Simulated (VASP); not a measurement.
# Zn (P6_3/mmc) in VASP: single point with PBE

Aim: the single point of Zn with PBE.

Everything below comes from runs of VASP 6.6.1. Logs are shortened: lines on timing, memory, paths and dates and some standing lists are left out, and cuts for length are marked.

### Step 1. The cell of the first run

Symmetry: P6_3/mmc, No. 194, hexagonal system. The conventional cell has a = 2.636 Å, b = 2.636 Å, c = 5.093 Å, α = 90.00°, β = 90.00°, γ = 120.00°. Within 3.5 Å of Zn (site symmetry -6m2) lie 12 Zn at 2.64 to 2.97 Å.

### Step 2. Single point, PBE

INCAR

```
ALGO     = Normal         # electronic algorithm
EDIFF    = 1E-6           # SCF threshold, eV
ENCUT    = 520            # plane-wave cutoff, eV
GGA      = PE             # functional
ISIF     = 2              # what is computed and relaxed
ISMEAR   = -1             # smearing method
LASPH    = True           # aspherical terms in the spheres
LCHARG   = True           # write CHGCAR
LELF     = True           # ELF
LREAL    = False          # projectors in reciprocal space
LVHAR    = True         
LWAVE    = False          # write WAVECAR
NBANDS   = 19             # bands
NELM     = 60             # most SCF steps
PREC     = Accurate       # precision mode
SIGMA    = 0.08           # smearing width, eV
```

KPOINTS

```
k-points
0
Gamma
  16 16 7
```

POSCAR

```
Zn
1.0
    1.3178132711     -2.2825195403      0.0000000000
    1.3178132710      2.2825195404      0.0000000000
    0.0000000000      0.0000000000      5.0925371514
Zn
2
Direct
    0.6666666670      0.3333333330      0.2500000000
    0.3333333330      0.6666666670      0.7500000000
```

Potentials or basis: VASP PAW PBE potentials, release 64 (Zn).

Launch:

```bash
$ cat potpaw_PBE.64/Zn/POTCAR > POTCAR
$ mpirun -np 1 vasp_std > vasp.out
```

OUTCAR:

```text
EDIFF = 1E-6
   ENCUT = 520
   GGA = PE
   ISIF = 2
   ISMEAR = -1
   LASPH = True
   LREAL = False
   NELM = 60
   PREC = Accurate

 ion  position               nearest neighbor table
   1  0.667  0.333  0.250-   2 2.97   2 2.97   2 2.97   2 2.97   2 2.97   2 2.97
   2  0.333  0.667  0.750-   1 2.97   1 2.97   1 2.97   1 2.97   1 2.97   1 2.97

  LATTYP: Found a hexagonal cell.
 ALAT       =     2.6356265421
 C/A-ratio  =     1.9321922397

  Lattice vectors:

 A1 = (   1.3178132711,  -2.2825195403,   0.0000000000)
 A2 = (   1.3178132710,   2.2825195404,   0.0000000000)
 A3 = (   0.0000000000,   0.0000000000,   5.0925371514)

Analysis of symmetry for initial positions (statically):
=====================================================================
 Subroutine PRICEL returns:
 Original cell was already a primitive cell.

 Routine SETGRP: Setting up the symmetry group for a
 hexagonal supercell.

 Subroutine GETGRP returns: Found 24 space group operations
 (whereof 12 operations were pure point group operations)
 out of a pool of 24 trial point group operations.

The static configuration has the point symmetry D_3d.
 The point group associated with its full space group is D_6h.

Analysis of symmetry for dynamics (positions and initial velocities):
=====================================================================
 Subroutine PRICEL returns:
 Original cell was already a primitive cell.

 Routine SETGRP: Setting up the symmetry group for a
 hexagonal supercell.

 Subroutine GETGRP returns: Found 24 space group operations
 (whereof 12 operations were pure point group operations)
 out of a pool of 24 trial point group operations.

The dynamic configuration has the point symmetry D_3d.
 The point group associated with its full space group is D_6h.

 Subroutine INISYM returns: Found 24 space group operations
 (whereof 12 operations are pure point group operations),
 and found     1 'primitive' translations

----------------------------------------------------------------------------------------

                                     Primitive cell

  volume of cell :      30.6360

  direct lattice vectors                    reciprocal lattice vectors
     1.317813271 -2.282519540  0.000000000     0.379416425 -0.219056175  0.000000000
[... 80 lines left out ...]
   ISPIN  =      1    spin polarized calculation?
   LNONCOLLINEAR =      F non collinear calculations
   LSORBIT =      F    spin-orbit coupling
   LASPH  =      T    aspherical Exc in radial PAW
   ENCUT  =  520.0 eV  38.22 Ry    6.18 a.u.   4.90  4.90  9.47*2*pi/ulx,y,z
   NELM   =     60;   NELMIN=  2; NELMDL= -5     # of ELM steps
   EDIFF  = 0.1E-05   stopping-criterion for ELM
   LREAL  =      F    real-space projection
   EDIFFG = 0.1E-04   stopping-criterion for IOM
   NSW    =      0    number of steps for IOM
   IBRION =     -1    ionic relax: 0-MD 1-quasi-New 2-CG
   NFREE  =      0    steps in history (QN), initial steepest desc. (CG)
   ISIF   =      2    stress and relaxation
   ISYM   =      2    0-nonsym 1-usesym 2-fastsym
   POTIM  = 0.5000    time-step for ionic-motion
   TEBEG  =    0.0;   TEEND  =   0.0 temperature during run
   PSTRESS=    0.0 pullay stress
   NELECT =      24.0000    total number of electrons
   NUPDOWN=      -1.0000    fix difference up-down
   EMIN   =  10.00;   EMAX   =-10.00  energy-range for DOS
   EFERMI =   0.00;   METHOD = LEGACY
   ISMEAR =    -1;   SIGMA  =   0.08  broadening in eV -4-tet -1-fermi 0-gaus
   EFERMI_NEDOS =   21; number of points for ismear=-14 and -15
   IALGO  =     38    algorithm
   IMIX   =      4    mixing-type and parameters
     AMIX     =   0.40;   BMIX     =  1.00
     AMIX_MAG =   1.60;   BMIX_MAG =  1.00
  volume/ion in A,a.u.               =      15.32       103.37
  Fermi-wavevector in a.u.,A,eV,Ry     =   1.509157  2.851893 30.988010  2.277554
  Thomas-Fermi vector in A             =   2.619516
   LORBIT       =      0    0 simple, 1 ext, 2 COOP (PROOUT), +10 PAW based schemes
   GGA     = PE    functional components
   LHFCALC =     F    Hartree Fock is set to
   AEXX    =    0.0000 exact exchange contribution
   IVDW    =     0    specifies the selected vdW correction
   LEPSILON=     F    determine dielectric tensor
   LRPA    =     F    only Hartree local field effects (RPA)
 non-spin polarized calculation
  energy-cutoff  :      520.00
  volume of cell :       30.64
 maximum number of plane-waves:       841
 NGX is ok and might be reduce to    20
   NGX =  9   NGY =  9   NGZ = 19

 number of electron      24.0000003 magnetization

 Free energy of the ion-electron system (eV)
  ---------------------------------------------------
  ext. energy  EPLUGINS =         0.00000000
  ---------------------------------------------------
  free energy    TOTEN  =        -2.22003322 eV

  energy without entropy =       -2.21086060  energy(sigma->0) =       -2.21544691

 E-fermi :   3.0007     XC(G=0): -11.5038

 val. band max:        2.9816573164   @ k =   0.3750   0.1250   0.0000
 cond. band min:       3.0281962863   @ k =   0.3750   0.0625   0.0000
 fundamental gap:      0.0465389699
 Fermi energy:         3.0007494440

 k-point     1 :       0.0000    0.0000    0.0000
  band No.  band energies     occupation
      1      -7.3006      2.00000
      2      -5.6144      2.00000
      3      -4.9042      2.00000
      4      -4.6317      2.00000
      5      -4.6317      2.00000
      6      -4.5914      2.00000
[... 505 lines left out ...]
      6      -4.5604      2.00000
[... 11 lines left out ...]
     18      14.0538      0.00000
     19      15.6236      0.00000

 [... further k-points ...]

------------------------ aborting loop because EDIFF is reached ----------------------------------------

  FORCE on cell =-STRESS in cart. coord.  units (eV):
  Direction    XX          YY          ZZ          XY          YZ          ZX
  --------------------------------------------------------------------------------------
  -------------------------------------------------------------------------------------
  Total        0.2117475      0.2117475     -0.1811107      0.0000000      0.0000000      0.0000000
  in kB       11.0737907     11.0737907     -9.4715751      0.0000000      0.0000000      0.0000000
  external PRESSURE =       4.2253354 kB  Pullay stress =       0.0000000 kB

 VOLUME and BASIS-vectors are now :
 -----------------------------------------------------------------------------
  energy-cutoff  :      520.00
  volume of cell :       30.64
      direct lattice vectors                 reciprocal lattice vectors
     1.317813271 -2.282519540  0.000000000     0.379416425 -0.219056175  0.000000000
     1.317813271  2.282519540  0.000000000     0.379416425  0.219056175  0.000000000
     0.000000000  0.000000000  5.092537151     0.000000000  0.000000000  0.196365774

 POSITION                                       TOTAL-FORCE (eV/Angst)
 -----------------------------------------------------------------------------------
      1.31781     -0.76084      1.27313         0.000000      0.000000      0.000000
      1.31781      0.76084      3.81940        -0.000000     -0.000000      0.000000
 -----------------------------------------------------------------------------------
    total drift:                               -0.000000      0.000000      0.000000

  FREE ENERGIE OF THE ION-ELECTRON SYSTEM (eV)
  ---------------------------------------------------
  free  energy   TOTEN  =        -2.2200332241 eV

  energy  without entropy=       -2.2108605998  energy(sigma->0) =       -2.21544691
```

OSZICAR:

```text
N       E                     dE             d eps       ncg     rms          rms(c)
DAV:   1     0.114678596711E+03    0.11468E+03   -0.12394E+04  4672   0.199E+03
DAV:   2     0.273078348735E+01   -0.11195E+03   -0.10807E+03  4592   0.297E+02
DAV:   3    -0.239886009863E+01   -0.51296E+01   -0.51112E+01  5151   0.703E+01
DAV:   4    -0.242936690230E+01   -0.30507E-01   -0.30499E-01  5011   0.562E+00
DAV:   5    -0.242940679697E+01   -0.39895E-04   -0.39894E-04  5024   0.184E-01    0.397E+00
DAV:   6    -0.223335656035E+01    0.19605E+00   -0.77375E-01  5081   0.185E+01    0.296E+00
DAV:   7    -0.222440652141E+01    0.89500E-02   -0.26443E-02  5700   0.272E+00    0.153E+00
DAV:   8    -0.222001451930E+01    0.43920E-02   -0.19430E-03  6199   0.666E-01    0.486E-02
DAV:   9    -0.222002993110E+01   -0.15412E-04   -0.25918E-04  6020   0.203E-01    0.348E-02
DAV:  10    -0.222003336250E+01   -0.34314E-05   -0.23375E-05  4840   0.572E-02    0.280E-03
DAV:  11    -0.222003322407E+01    0.13843E-06   -0.10067E-07  3028   0.322E-03
   1 F= -.22200332E+01 E0= -.22154469E+01  d E =-.917262E-02
```

stdout:

```text
POSCAR found type information on POSCAR Zn
 POSCAR found :  1 types and       2 ions
 scaLAPACK will be used
 LDA part: xc-table for (Slater+PW92), standard interpolation
 POSCAR, INCAR and KPOINTS ok, starting setup
 FFT: planning ... GRIDC
 FFT: planning ... GRID_SOFT
 FFT: planning ... GRID
 WAVECAR not read
 entering main loop
```

Wall time 32 s (1 thread of Intel Xeon Platinum 8488C (Sapphire Rapids), shared host); peak memory 0.18 GiB.

Results:

- Free energy: -2.2200 eV
- Pressure: 0.4 GPa
- Band gap on the k mesh: zero (band 12 reaches 4.18 eV, above the bottom of band 13 at -0.43 eV)

Levels at points of the mesh, in eV from the Fermi level:
```
           k point  band 9  band 10  band 11  band 12  band 13  band 14  band 15  band 16
(0.00, 0.00, 0.00)   -7.21    -7.04    -7.04    -3.71    -3.43    12.31    16.14    18.22
(0.50, 0.00, 0.00)   -6.83    -6.81    -2.63    -1.91     2.42     3.62     3.91     5.70
```
